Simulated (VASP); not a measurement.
# Ni3Ge (Pm-3m) in VASP: further runs

Runs on Ni3Ge. Level: LDA. Tasks: single point, relaxation of cell and atoms.

Program: VASP 6.6.1. These are calculated values, not measurements. Logs are shortened: lines on timing, memory, paths and dates and some standing lists are left out, and cuts for length are marked.

### Step 1. The cell of the first run

Symmetry: Pm-3m, No. 221, cubic system. Conventional cell: a = 3.489 Å, b = 3.489 Å, c = 3.489 Å, α = 90.00°, β = 90.00°, γ = 90.00°. Ni (site symmetry 4/mmm) has 8 Ni at 2.47 Å and 4 Ge at 2.47 Å within 3.3 Å. Ge (site symmetry m-3m) has 12 Ni at 2.47 Å within 3.3 Å.

### Step 2. Single point, LDA

INCAR reads:

```
PREC     = Accurate       # precision mode
ENCUT    = 520            # plane-wave cutoff, eV
EDIFF    = 1E-7           # SCF threshold, eV
ISMEAR   = 0              # smearing method
SIGMA    = 0.1            # smearing width, eV
LREAL    = F              # projectors in reciprocal space
LASPH    = T              # aspherical terms in the spheres
NELM     = 60             # most SCF steps
ALGO     = Normal         # electronic algorithm
ISIF     = 2              # what is computed and relaxed
LWAVE    = F              # write WAVECAR
LCHARG   = F              # write CHGCAR
GGA      = CA             # functional
NBANDS   = 30             # bands
```

KPOINTS reads:

```
Automatic mesh
0
Gamma
  12 12 12
```

POSCAR reads:

```
Ni3Ge
1.0
    3.4888166858      0.0000000000      0.0000000000
    0.0000000000      3.4888166858      0.0000000000
    0.0000000000      0.0000000000      3.4888166858
Ni Ge
3 1
Direct
    0.5000000000      0.0000000000      0.5000000000
    0.0000000000      0.5000000000      0.5000000000
    0.5000000000      0.5000000000      0.0000000000
    0.0000000000      0.0000000000      0.0000000000
```

Potentials or basis: VASP PAW LDA potentials, release 64 (Ni, Ge_d).

The run is started by

```bash
cat potpaw_LDA.64/Ni/POTCAR potpaw_LDA.64/Ge_d/POTCAR > POTCAR
mpirun -np 1 vasp_std > vasp.out
```

OUTCAR:

```text
PREC = Accurate
   ENCUT = 520
   EDIFF = 1E-7
   ISMEAR = 0
   LREAL = F
   LASPH = T
   NELM = 60
   ISIF = 2
   GGA = CA

 ion  position               nearest neighbor table
   1  0.500  0.000  0.500-   2 2.47   3 2.47   4 2.47   3 2.47   4 2.47   2 2.47   3 2.47   3 2.47
                             2 2.47   4 2.47   4 2.47   2 2.47
   2  0.000  0.500  0.500-   1 2.47   3 2.47   4 2.47   3 2.47   4 2.47   1 2.47   4 2.47   4 2.47
                             1 2.47   3 2.47   3 2.47   1 2.47
   3  0.500  0.500  0.000-   1 2.47   2 2.47   4 2.47   1 2.47   2 2.47   1 2.47   4 2.47   1 2.47
                             2 2.47   4 2.47   2 2.47   4 2.47
   4  0.000  0.000  0.000-   1 2.47   2 2.47   3 2.47   1 2.47   2 2.47   2 2.47   3 2.47   2 2.47
                             1 2.47   3 2.47   1 2.47   3 2.47

  LATTYP: Found a simple cubic cell.
 ALAT       =     3.4888166858

  Lattice vectors:

 A1 = (   3.4888166858,   0.0000000000,   0.0000000000)
 A2 = (   0.0000000000,   3.4888166858,   0.0000000000)
 A3 = (   0.0000000000,   0.0000000000,   3.4888166858)

Analysis of symmetry for initial positions (statically):
=====================================================================
 Subroutine PRICEL returns:
 Original cell was already a primitive cell.

 Routine SETGRP: Setting up the symmetry group for a
 simple cubic supercell.

 Subroutine GETGRP returns: Found 48 space group operations
 (whereof 48 operations were pure point group operations)
 out of a pool of 48 trial point group operations.

The static configuration has the point symmetry O_h .

Analysis of symmetry for dynamics (positions and initial velocities):
=====================================================================
 Subroutine PRICEL returns:
 Original cell was already a primitive cell.

 Routine SETGRP: Setting up the symmetry group for a
 simple cubic supercell.

 Subroutine GETGRP returns: Found 48 space group operations
 (whereof 48 operations were pure point group operations)
 out of a pool of 48 trial point group operations.

The dynamic configuration has the point symmetry O_h .

 Subroutine INISYM returns: Found 48 space group operations
 (whereof 48 operations are pure point group operations),
 and found     1 'primitive' translations

----------------------------------------------------------------------------------------

                                     Primitive cell
[... 89 lines left out ...]
   ISPIN  =      1    spin polarized calculation?
   LNONCOLLINEAR =      F non collinear calculations
   LSORBIT =      F    spin-orbit coupling
   LASPH  =      T    aspherical Exc in radial PAW
   ENCUT  =  520.0 eV  38.22 Ry    6.18 a.u.   6.49  6.49  6.49*2*pi/ulx,y,z
   NELM   =     60;   NELMIN=  2; NELMDL= -5     # of ELM steps
   EDIFF  = 0.1E-06   stopping-criterion for ELM
   LREAL  =      F    real-space projection
   EDIFFG = 0.1E-05   stopping-criterion for IOM
   NSW    =      0    number of steps for IOM
   IBRION =     -1    ionic relax: 0-MD 1-quasi-New 2-CG
   NFREE  =      0    steps in history (QN), initial steepest desc. (CG)
   ISIF   =      2    stress and relaxation
   ISYM   =      2    0-nonsym 1-usesym 2-fastsym
   POTIM  = 0.5000    time-step for ionic-motion
   TEBEG  =    0.0;   TEEND  =   0.0 temperature during run
   PSTRESS=    0.0 pullay stress
   NELECT =      44.0000    total number of electrons
   NUPDOWN=      -1.0000    fix difference up-down
   EMIN   =  10.00;   EMAX   =-10.00  energy-range for DOS
   EFERMI =   0.00;   METHOD = LEGACY
   ISMEAR =     0;   SIGMA  =   0.10  broadening in eV -4-tet -1-fermi 0-gaus
   EFERMI_NEDOS =   21; number of points for ismear=-14 and -15
   IALGO  =     38    algorithm
   IMIX   =      4    mixing-type and parameters
     AMIX     =   0.40;   BMIX     =  1.00
     AMIX_MAG =   1.60;   BMIX_MAG =  1.00
  volume/ion in A,a.u.               =      10.62        71.64
  Fermi-wavevector in a.u.,A,eV,Ry     =   1.656587  3.130495 37.338201  2.744280
  Thomas-Fermi vector in A             =   2.744486
   LORBIT       =      0    0 simple, 1 ext, 2 COOP (PROOUT), +10 PAW based schemes
   GGA     = CA    functional components
   LHFCALC =     F    Hartree Fock is set to
   AEXX    =    0.0000 exact exchange contribution
   IVDW    =     0    specifies the selected vdW correction
   LEPSILON=     F    determine dielectric tensor
   LRPA    =     F    only Hartree local field effects (RPA)
 non-spin polarized calculation
 Gauss-broadening in eV      SIGMA  =   0.10
  energy-cutoff  :      520.00
  volume of cell :       42.47
 maximum number of plane-waves:      1189
 NGX is ok and might be reduce to    28
   NGX = 13   NGY = 13   NGZ = 13

 number of electron      43.9999962 magnetization

 Free energy of the ion-electron system (eV)
  ---------------------------------------------------
  ext. energy  EPLUGINS =         0.00000000
  ---------------------------------------------------
  free energy    TOTEN  =       -26.40291969 eV

  energy without entropy =      -26.39331329  energy(sigma->0) =      -26.39811649

 E-fermi :  10.6039     XC(G=0): -14.0365

 val. band max:       10.5912046208   @ k =   0.0833   0.0833   0.0000
 cond. band min:      10.6319838465   @ k =   0.4167   0.4167   0.3333
 fundamental gap:      0.0407792257
 Fermi energy:        10.6038627134

 k-point     1 :       0.0000    0.0000    0.0000
  band No.  band energies     occupation
      1     -14.1642      2.00000
      2     -14.1642      2.00000
      3     -14.1478      2.00000
      4     -14.1478      2.00000
      5     -14.1478      2.00000
      6      -2.2069      2.00000
[... 781 lines left out ...]
     29      20.7885      0.00000
     30      21.8470      0.00000

 [... further k-points ...]
[... 5 lines left out ...]
  --------------------------------------------------------------------------------------
  -------------------------------------------------------------------------------------
  Total        0.1117118      0.1117118      0.1117118     -0.0000000     -0.0000000     -0.0000000
  in kB        4.2147828      4.2147828      4.2147828     -0.0000000     -0.0000000     -0.0000000
  external PRESSURE =       4.2147828 kB  Pullay stress =       0.0000000 kB

 VOLUME and BASIS-vectors are now :
 -----------------------------------------------------------------------------
  energy-cutoff  :      520.00
  volume of cell :       42.47
      direct lattice vectors                 reciprocal lattice vectors
     3.488816686  0.000000000  0.000000000     0.286630136  0.000000000  0.000000000
     0.000000000  3.488816686  0.000000000     0.000000000  0.286630136  0.000000000
     0.000000000  0.000000000  3.488816686     0.000000000  0.000000000  0.286630136

 POSITION                                       TOTAL-FORCE (eV/Angst)
 -----------------------------------------------------------------------------------
      1.74441      0.00000      1.74441         0.000000      0.000000      0.000000
      0.00000      1.74441      1.74441         0.000000      0.000000      0.000000
      1.74441      1.74441      0.00000         0.000000      0.000000      0.000000
      0.00000      0.00000      0.00000         0.000000      0.000000      0.000000
 -----------------------------------------------------------------------------------
    total drift:                                0.000000      0.000000      0.000000

  FREE ENERGIE OF THE ION-ELECTRON SYSTEM (eV)
  ---------------------------------------------------
  free  energy   TOTEN  =       -26.4029196938 eV

  energy  without entropy=      -26.3933132910  energy(sigma->0) =      -26.39811649
```

Run time: 49 s. Hardware: 1 thread of AMD EPYC 9R45 (Zen 5), shared host; peak memory 0.18 GiB.

Results:

* Free energy: -26.4029 eV
* Pressure: 0.4 GPa
* Band gap on the k mesh: zero (bands 22 and 23 overlap by 0.24 eV)

### Step 3. Single point, LDA

INCAR reads:

```
PREC     = Accurate       # precision mode
ENCUT    = 520            # plane-wave cutoff, eV
EDIFF    = 1E-7           # SCF threshold, eV
ISMEAR   = -1             # smearing method
SIGMA    = 0.15           # smearing width, eV
LREAL    = F              # projectors in reciprocal space
LASPH    = T              # aspherical terms in the spheres
NELM     = 80             # most SCF steps
ALGO     = Normal         # electronic algorithm
ISIF     = 2              # what is computed and relaxed
LWAVE    = F              # write WAVECAR
LCHARG   = F              # write CHGCAR
NBANDS   = 30             # bands
```

KPOINTS reads:

```
regular mesh
0
Gamma
  12 12 12
```

POSCAR reads:

```
Ni3Ge
1.0
    3.4905407518      0.0000000000      0.0000000000
    0.0000000000      3.4905407518      0.0000000000
    0.0000000000      0.0000000000      3.4905407518
Ni Ge
3 1
Direct
    0.5000000000      0.0000000000      0.5000000000
    0.0000000000      0.5000000000      0.5000000000
    0.5000000000      0.5000000000      0.0000000000
    0.0000000000      0.0000000000      0.0000000000
```

Potentials or basis: VASP PAW LDA potentials, release 64 (Ni, Ge_d).

The run is started by

```bash
cat potpaw_LDA.64/Ni/POTCAR potpaw_LDA.64/Ge_d/POTCAR > POTCAR
mpirun -np 1 vasp_std > vasp.out
```

OUTCAR:

```text
PREC = Accurate
   ENCUT = 520
   EDIFF = 1E-7
   ISMEAR = -1
   LREAL = F
   LASPH = T
   NELM = 80
   ISIF = 2

 ion  position               nearest neighbor table
   1  0.500  0.000  0.500-   2 2.47   3 2.47   4 2.47   3 2.47   4 2.47   2 2.47   3 2.47   3 2.47
                             2 2.47   4 2.47   4 2.47   2 2.47
   2  0.000  0.500  0.500-   1 2.47   3 2.47   4 2.47   3 2.47   4 2.47   1 2.47   4 2.47   4 2.47
                             1 2.47   3 2.47   3 2.47   1 2.47
   3  0.500  0.500  0.000-   1 2.47   2 2.47   4 2.47   1 2.47   2 2.47   1 2.47   4 2.47   1 2.47
                             2 2.47   4 2.47   2 2.47   4 2.47
[... 996 lines left out ...]
  -------------------------------------------------------------------------------------
  Total        0.1095339      0.1095339      0.1095339     -0.0000000      0.0000000     -0.0000000
  in kB        4.1264919      4.1264919      4.1264919     -0.0000000      0.0000000     -0.0000000
  external PRESSURE =       4.1264919 kB  Pullay stress =       0.0000000 kB

 VOLUME and BASIS-vectors are now :
 -----------------------------------------------------------------------------
  energy-cutoff  :      520.00
  volume of cell :       42.53
      direct lattice vectors                 reciprocal lattice vectors
     3.490540752  0.000000000  0.000000000     0.286488562  0.000000000  0.000000000
     0.000000000  3.490540752  0.000000000     0.000000000  0.286488562  0.000000000
     0.000000000  0.000000000  3.490540752     0.000000000  0.000000000  0.286488562

 POSITION                                       TOTAL-FORCE (eV/Angst)
 -----------------------------------------------------------------------------------
      1.74527      0.00000      1.74527         0.000000      0.000000      0.000000
      0.00000      1.74527      1.74527         0.000000      0.000000      0.000000
      1.74527      1.74527      0.00000         0.000000      0.000000      0.000000
      0.00000      0.00000      0.00000         0.000000      0.000000      0.000000
 -----------------------------------------------------------------------------------
    total drift:                                0.000000      0.000000      0.000000

  FREE ENERGIE OF THE ION-ELECTRON SYSTEM (eV)
  ---------------------------------------------------
  free  energy   TOTEN  =       -26.4710586649 eV

  energy  without entropy=      -26.3110932651  energy(sigma->0) =      -26.39107597
```

Run time: 47 s. Hardware: 1 thread of AMD EPYC 9R45 (Zen 5), shared host; peak memory 0.18 GiB.

Results:

```yaml
Free_energy: -26.4711 eV
Pressure: 0.4 GPa
Band_gap_on_the_k_mesh: zero (bands 22 and 23 overlap by 0.24 eV)
```

### Step 4. Relaxation of cell and atoms, LDA

INCAR reads:

```
SYSTEM = Ni3Ge
PREC = Accurate
ENCUT = 600
EDIFF = 1E-6
ISMEAR = -1
SIGMA = 0.15
LREAL = .FALSE.
LASPH = .TRUE.
NELM = 100
ALGO = Fast
ISIF = 3
LWAVE = .FALSE.
LCHARG = .FALSE.
IBRION = 2
NSW = 80
EDIFFG = -0.001
```

KPOINTS reads:

```
Automatic mesh
0
G
  12 12 12
  0 0 0
```

POSCAR reads:

```
Ni3Ge
1.0
    3.4888166858      0.0000000000      0.0000000000
    0.0000000000      3.4888166858      0.0000000000
    0.0000000000      0.0000000000      3.4888166858
Ni Ge
3 1
Direct
    0.5000000000      0.0000000000      0.5000000000
    0.0000000000      0.5000000000      0.5000000000
    0.5000000000      0.5000000000      0.0000000000
    0.0000000000      0.0000000000      0.0000000000
```

The run is started by

```bash
cat potpaw_LDA.64/Ni/POTCAR potpaw_LDA.64/Ge_d/POTCAR > POTCAR
mpirun -np 1 vasp_std > vasp.out
```

It took 4 min on 1 thread of AMD EPYC 9R45 (Zen 5), shared host; peak memory 0.19 GiB.

Results (log left out):

| Property | Result |
| --- | --- |
| Free energy | -26.4709 eV |
| Relaxed volume | 10.65 Å³/atom |
| Relaxed cell | a = 3.492 Å, b = 3.492 Å, c = 3.492 Å, α = 90.00°, β = 90.00°, γ = 90.00° |
| Space group after relaxing (to 0.1 Å) | Pm-3m (No. 221) |
| Energy gained by relaxing | 0.1 meV/atom |
| Ionic steps | 15 |
| Pressure after relaxing | 0.0 GPa |
| Band gap on the k mesh | zero (bands 22 and 23 overlap by 0.24 eV) |

Step by step:
| step | energy change (eV) | largest force (eV/Å) | pressure (GPa) | volume (Å³) |
| --- | --- | --- | --- | --- |
| 1 | 0.0000 | 0.0000 | 0.81 | 42.47 |
| 2 | 0.0004 | 0.0000 | -0.99 | 42.79 |
| 3 | -0.0003 | 0.0000 | 0.12 | 42.58 |
| 4 | -0.0003 | 0.0000 | -0.10 | 42.61 |
| 5 | -0.0003 | 0.0000 | 0.02 | 42.59 |
| 6 | -0.0003 | 0.0000 | -0.05 | 42.60 |
| 7 | -0.0003 | 0.0000 | 0.04 | 42.58 |
| 8 | -0.0003 | 0.0000 | -0.03 | 42.59 |
| 9 | -0.0003 | 0.0000 | 0.05 | 42.58 |
| 10 | -0.0003 | 0.0000 | 0.06 | 42.59 |
| 11 | -0.0003 | 0.0000 | -0.16 | 42.59 |
| 12 | -0.0003 | 0.0000 | 0.11 | 42.59 |
| 13 | -0.0003 | 0.0000 | -0.02 | 42.59 |
| 14 | -0.0003 | 0.0000 | 0.05 | 42.58 |
| 15 | -0.0003 | 0.0000 | 0.01 | 42.59 |

Final structure:
```cif
data_structure
_symmetry_space_group_name_H-M 'P 1'
_symmetry_Int_Tables_number 1
_cell_length_a 3.4921
_cell_length_b 3.4921
_cell_length_c 3.4921
_cell_angle_alpha 90.000
_cell_angle_beta 90.000
_cell_angle_gamma 90.000
_cell_volume 42.59
loop_
_atom_site_label
_atom_site_type_symbol
_atom_site_fract_x
_atom_site_fract_y
_atom_site_fract_z
_atom_site_occupancy
Ni1 Ni 0.50000 0.00000 0.50000 1
Ni2 Ni 0.00000 0.50000 0.50000 1
Ni3 Ni 0.50000 0.50000 0.00000 1
Ge1 Ge 0.00000 0.00000 0.00000 1
```

Levels at points of the mesh, in eV from the Fermi level:
```csv
k point,band 20,band 21,band 22,band 23,band 24,band 25
"(0.00, 0.00, 0.00)",-0.71,-0.40,-0.08,-0.08,-0.08,4.12
"(0.50, 0.00, 0.00)",-1.30,-0.66,-0.08,3.66,3.66,4.80
"(0.50, 0.50, 0.00)",-1.27,-1.10,-1.08,0.57,0.57,5.82
"(0.50, 0.50, 0.50)",-1.33,-0.61,-0.32,-0.32,-0.32,0.69
```

### Step 5. Summary

```tsv
task	cell	cutoff (eV)	smearing	gap on the mesh (eV)	pressure (GPa)
single point	a = 3.489 Å, 4 atoms	520	gaussian 0.1 eV	none	0.4
single point	a = 3.491 Å, 4 atoms	520	fermi-dirac 0.15 eV	none	0.4
relaxation of cell and atoms	relaxed from a = 3.489 Å, 4 atoms	600	fermi-dirac 0.15 eV	none	0.0
```

Alike in all rows: level LDA; potentials or basis VASP PAW LDA potentials, release 64 (Ni, Ge_d); no spin polarisation; k mesh 12 × 12 × 12.

Absolute energies hang on the potentials; compare differences alone.

The gap in the log of VASP goes by the Fermi energy; the results here count the filled bands.